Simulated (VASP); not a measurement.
# CaS (Fm-3m) in VASP: a series of runs

Runs on CaS. Level: PBE. Tasks: electric field gradients, density of states.

Everything below comes from runs of VASP 6.6.1. Logs are shortened: lines on timing, memory, paths and dates and some standing lists are left out, and cuts for length are marked.

### Step 1. The cell of the first run

The structure is cubic, space group Fm-3m (No. 225). Conventional cell: a = 5.590 Å, b = 5.590 Å, c = 5.590 Å, α = 90.00°, β = 90.00°, γ = 90.00°. Within 3.7 Å of Ca (site symmetry m-3m) lie 6 S at 2.79 Å. S (site symmetry m-3m) has 6 Ca at 2.79 Å within 3.7 Å.

### Step 2. Electric field gradients, PBE (volume scaled by 0.95)

File INCAR:

```
SYSTEM = CaS
PREC = Accurate
ENCUT = 400
EDIFF = 1E-8
ISMEAR = -1
SIGMA = 0.01
LREAL = .False.
LASPH = .True.
NELM = 120
ALGO = Normal
ISIF = 2
LWAVE = .False.
LCHARG = .False.
GGA = PE
LEFG = .True.
NBANDS = 15
GGA_COMPAT = .False.
```

File KPOINTS:

```
Automatic mesh
0
Gamma
  7 7 7
  0 0 0
```

File POSCAR:

```
CaS
1.0
    0.0000000000      2.7948042486      2.7948042486
    2.7948042486      0.0000000000      2.7948042486
    2.7948042486      2.7948042486      0.0000000000
Ca S
1 1
Direct
    0.0000000000      0.0000000000      0.0000000000
    0.5000000000      0.5000000000      0.5000000000
```

Potentials or basis: VASP PAW PBE potentials, release 64 (Ca_sv, S).

The run is started by

```console
cat potpaw_PBE.64/Ca_sv/POTCAR potpaw_PBE.64/S/POTCAR > POTCAR
mpirun -np 1 vasp_std > vasp.out
```

OUTCAR:

```text
SYSTEM = CaS
   PREC = Accurate
   ENCUT = 400
   EDIFF = 1E-8
   ISMEAR = -1
   LREAL = .False.
   LASPH = .True.
   NELM = 120
   ISIF = 2
   GGA = PE

 ion  position               nearest neighbor table
   1  0.000  0.000  0.000-   2 2.79   2 2.79   2 2.79   2 2.79   2 2.79   2 2.79
   2  0.500  0.500  0.500-   1 2.79   1 2.79   1 2.79   1 2.79   1 2.79   1 2.79

  LATTYP: Found a face centered cubic cell.
 ALAT       =     5.5896084972

  Lattice vectors:

 A1 = (   0.0000000000,   2.7948042486,   2.7948042486)
 A2 = (   2.7948042486,   0.0000000000,   2.7948042486)
 A3 = (   2.7948042486,   2.7948042486,   0.0000000000)

Analysis of symmetry for initial positions (statically):
=====================================================================
 Subroutine PRICEL returns:
 Original cell was already a primitive cell.

 Routine SETGRP: Setting up the symmetry group for a
 face centered cubic supercell.

 Subroutine GETGRP returns: Found 48 space group operations
 (whereof 48 operations were pure point group operations)
 out of a pool of 48 trial point group operations.

The static configuration has the point symmetry O_h .

Analysis of symmetry for dynamics (positions and initial velocities):
=====================================================================
 Subroutine PRICEL returns:
 Original cell was already a primitive cell.

 Routine SETGRP: Setting up the symmetry group for a
 face centered cubic supercell.

 Subroutine GETGRP returns: Found 48 space group operations
 (whereof 48 operations were pure point group operations)
 out of a pool of 48 trial point group operations.

The dynamic configuration has the point symmetry O_h .

 Subroutine INISYM returns: Found 48 space group operations
 (whereof 48 operations are pure point group operations),
 and found     1 'primitive' translations

----------------------------------------------------------------------------------------

                                     Primitive cell

  volume of cell :      43.6600

  direct lattice vectors                    reciprocal lattice vectors
     0.000000000  2.794804249  2.794804249    -0.178903406  0.178903406  0.178903406
     2.794804249  0.000000000  2.794804249     0.178903406 -0.178903406  0.178903406
     2.794804249  2.794804249  0.000000000     0.178903406  0.178903406 -0.178903406

  length of vectors
     3.952450073  3.952450073  3.952450073     0.309869789  0.309869789  0.309869789

  position of ions in fractional coordinates (direct lattice)
     0.000000000  0.000000000  0.000000000
     0.500000000  0.500000000  0.500000000

  ion indices of the primitive-cell ions
   primitive index   ion index
                 1           1
                 2           2

----------------------------------------------------------------------------------------

 KPOINTS: Automatic mesh

Automatic generation of k-mesh.
 Grid dimensions read from file:
 generate k-points for:    7    7    7

 Generating k-lattice:

  Cartesian coordinates                     Fractional coordinates (reciprocal lattice)
    -0.025557629  0.025557629  0.025557629     0.142857143  0.000000000  0.000000000
     0.025557629 -0.025557629  0.025557629     0.000000000  0.142857143  0.000000000
     0.025557629  0.025557629 -0.025557629     0.000000000  0.000000000  0.142857143

  Length of vectors
     0.044267113  0.044267113  0.044267113

  Shift w.r.t. Gamma in fractional coordinates (k-lattice)
     0.000000000  0.000000000  0.000000000

 Subroutine IBZKPT returns following result:
 ===========================================

 Found     20 irreducible k-points:

 Following reciprocal coordinates:
            Coordinates               Weight
  0.000000  0.000000  0.000000      1.000000
  0.142857  0.000000  0.000000      8.000000
  0.285714  0.000000  0.000000      8.000000
  0.428571  0.000000  0.000000      8.000000
  0.142857  0.142857  0.000000      6.000000
  0.285714  0.142857  0.000000     24.000000
[... 12 lines left out ...]
 -0.428571  0.428571  0.142857     24.000000
 -0.285714  0.428571  0.142857     24.000000
   k-points           NKPTS =     20   k-points in BZ     NKDIM =     20   number of bands    NBANDS=     15
   number of dos      NEDOS =    301   number of ions     NIONS =      2
   total plane-waves  NPLWV =  21952
   dimension x,y,z NGX =    28 NGY =   28 NGZ =   28
   dimension x,y,z NGXF=    56 NGYF=   56 NGZF=   56
   ions per type =               1   1
   NGX,Y,Z   is equivalent  to a cutoff of  11.78, 11.78, 11.78 a.u.
   NGXF,Y,Z  is equivalent  to a cutoff of  23.55, 23.55, 23.55 a.u.
 SYSTEM =  CaS
   PREC   = accura    normal or accurate (medium, high low for compatibility)
   ISTART =      0    job   : 0-new  1-cont  2-samecut
   ICHARG =      2    charge: 1-file 2-atom 10-const
   ISPIN  =      1    spin polarized calculation?
   LNONCOLLINEAR =      F non collinear calculations
   LSORBIT =      F    spin-orbit coupling
   LASPH  =      T    aspherical Exc in radial PAW
   ENCUT  =  400.0 eV  29.40 Ry    5.42 a.u.   6.45  6.45  6.45*2*pi/ulx,y,z
   NELM   =    120;   NELMIN=  2; NELMDL= -5     # of ELM steps
   EDIFF  = 0.1E-07   stopping-criterion for ELM
   LREAL  =      F    real-space projection
   EDIFFG = 0.1E-06   stopping-criterion for IOM
   NSW    =      0    number of steps for IOM
   IBRION =     -1    ionic relax: 0-MD 1-quasi-New 2-CG
   NFREE  =      0    steps in history (QN), initial steepest desc. (CG)
   ISIF   =      2    stress and relaxation
   ISYM   =      2    0-nonsym 1-usesym 2-fastsym
   POTIM  = 0.5000    time-step for ionic-motion
   TEBEG  =    0.0;   TEEND  =   0.0 temperature during run
   PSTRESS=    0.0 pullay stress
   NELECT =      16.0000    total number of electrons
   NUPDOWN=      -1.0000    fix difference up-down
   EMIN   =  10.00;   EMAX   =-10.00  energy-range for DOS
   EFERMI =   0.00;   METHOD = LEGACY
   ISMEAR =    -1;   SIGMA  =   0.01  broadening in eV -4-tet -1-fermi 0-gaus
   EFERMI_NEDOS =   21; number of points for ismear=-14 and -15
   IALGO  =     38    algorithm
   IMIX   =      4    mixing-type and parameters
     AMIX     =   0.40;   BMIX     =  1.00
     AMIX_MAG =   1.60;   BMIX_MAG =  1.00
  volume/ion in A,a.u.               =      21.83       147.32
  Fermi-wavevector in a.u.,A,eV,Ry     =   1.171530  2.213871 18.673760  1.372483
  Thomas-Fermi vector in A             =   2.307972
   LORBIT       =      0    0 simple, 1 ext, 2 COOP (PROOUT), +10 PAW based schemes
   GGA     = PE    functional components
   LHFCALC =     F    Hartree Fock is set to
   AEXX    =    0.0000 exact exchange contribution
   IVDW    =     0    specifies the selected vdW correction
   LEPSILON=     F    determine dielectric tensor
   LRPA    =     F    only Hartree local field effects (RPA)
 non-spin polarized calculation
  energy-cutoff  :      400.00
  volume of cell :       43.66
 maximum number of plane-waves:       821
 NGX is ok and might be reduce to    28
   NGX = 13   NGY = 13   NGZ = 13

 number of electron      16.0000005 magnetization

 Free energy of the ion-electron system (eV)
  ---------------------------------------------------
  ext. energy  EPLUGINS =         0.00000000
  ---------------------------------------------------
  free energy    TOTEN  =       -10.32395011 eV

  energy without entropy =      -10.32395011  energy(sigma->0) =      -10.32395011

 E-fermi :   3.4901     XC(G=0):  -9.5594

 val. band max:        3.1402140832   @ k =   0.0000   0.0000   0.0000
 cond. band min:       5.4288397088   @ k =   0.4286   0.4286   0.0000
 fundamental gap:      2.2886256256
 Fermi energy:         3.4900769525

 k-point     1 :       0.0000    0.0000    0.0000
  band No.  band energies     occupation
      1     -35.8685      2.00000
      2     -16.8552      2.00000
      3     -16.8552      2.00000
      4     -16.8552      2.00000
      5      -8.3782      2.00000
      6       3.1402      2.00000
      7       3.1402      2.00000
      8       3.1402      2.00000
      9       7.2875      0.00000
     10       7.2875      0.00000
     11       7.2875      0.00000
     12       7.6478      0.00000
     13       7.9311      0.00000
     14       7.9311      0.00000
[... 329 lines left out ...]
      2     -16.9724      2.00000
      3     -16.9700      2.00000
      4     -16.9119      2.00000
      5      -7.5418      2.00000
      6       1.0568      2.00000
      7       1.1545      2.00000
      8       1.7580      2.00000
      9       7.5697      0.00000
     10       8.5907      0.00000
     11       9.5150      0.00000
     12       9.9045      0.00000
     13      10.0611      0.00000
     14      12.2730      0.00000
     15      13.4393      0.00000

------------------------ aborting loop because EDIFF is reached ----------------------------------------

  FORCE on cell =-STRESS in cart. coord.  units (eV):
  Direction    XX          YY          ZZ          XY          YZ          ZX
  --------------------------------------------------------------------------------------
  -------------------------------------------------------------------------------------
  Total        1.2087957      1.2087957      1.2087957     -0.0000000     -0.0000000     -0.0000000
  in kB       44.3587495     44.3587495     44.3587495     -0.0000000     -0.0000000     -0.0000000
  external PRESSURE =      44.3587495 kB  Pullay stress =       0.0000000 kB

 VOLUME and BASIS-vectors are now :
 -----------------------------------------------------------------------------
  energy-cutoff  :      400.00
  volume of cell :       43.66
      direct lattice vectors                 reciprocal lattice vectors
     0.000000000  2.794804249  2.794804249    -0.178903406  0.178903406  0.178903406
     2.794804249  0.000000000  2.794804249     0.178903406 -0.178903406  0.178903406
     2.794804249  2.794804249  0.000000000     0.178903406  0.178903406 -0.178903406

 POSITION                                       TOTAL-FORCE (eV/Angst)
 -----------------------------------------------------------------------------------
      0.00000      0.00000      0.00000         0.000000      0.000000     -0.000000
      2.79480      2.79480      2.79480         0.000000      0.000000      0.000000
 -----------------------------------------------------------------------------------
    total drift:                                0.000000      0.000000      0.000000

  FREE ENERGIE OF THE ION-ELECTRON SYSTEM (eV)
  ---------------------------------------------------
  free  energy   TOTEN  =       -10.3239501053 eV

  energy  without entropy=      -10.3239501053  energy(sigma->0) =      -10.32395011

 Electric field gradients (V/A^2)
---------------------------------------------------------------------
 ion       V_xx      V_yy      V_zz      V_xy      V_xz      V_yz
---------------------------------------------------------------------
   1       0.000    -0.000     0.000    -0.001    -0.001    -0.001
   2       0.000    -0.000    -0.000     0.001     0.001     0.001
---------------------------------------------------------------------

 Electric field gradients after diagonalization (V/A^2)
 (convention: |V_zz| > |V_xx| > |V_yy|)
----------------------------------------------------------------------
 ion       V_xx      V_yy      V_zz     asymmetry (V_yy - V_xx)/ V_zz
----------------------------------------------------------------------
   1       0.001     0.001    -0.001       0.000
   2      -0.001    -0.001     0.001       0.000
----------------------------------------------------------------------

           NMR quadrupolar parameters

 Cq : quadrupolar parameter    Cq=e*Q*V_zz/h
 eta: asymmetry parameters     (V_yy - V_xx)/ V_zz
 Q  : nuclear electric quadrupole moment in mb (millibarn)
----------------------------------------------------------------------
 ion       Cq(MHz)       eta       Q (mb)
----------------------------------------------------------------------
   1      -0.000       0.000       1.000
   2       0.000       0.000       1.000
----------------------------------------------------------------------
```

Wall time 12 s (1 thread of Intel Xeon 6975P-C, shared host); peak memory 0.15 GiB.

What came out:

```
Free energy            : -10.3240 eV
Pressure               : 4.4 GPa
Band gap on the k mesh : 2.29 eV, indirect (least direct gap 3.11 eV)
```

Caveat: without QUAD_EFG the Cq values of the log hold for a quadrupole moment of 1 mb, not for the nuclei.

[end of part 1 of 2]
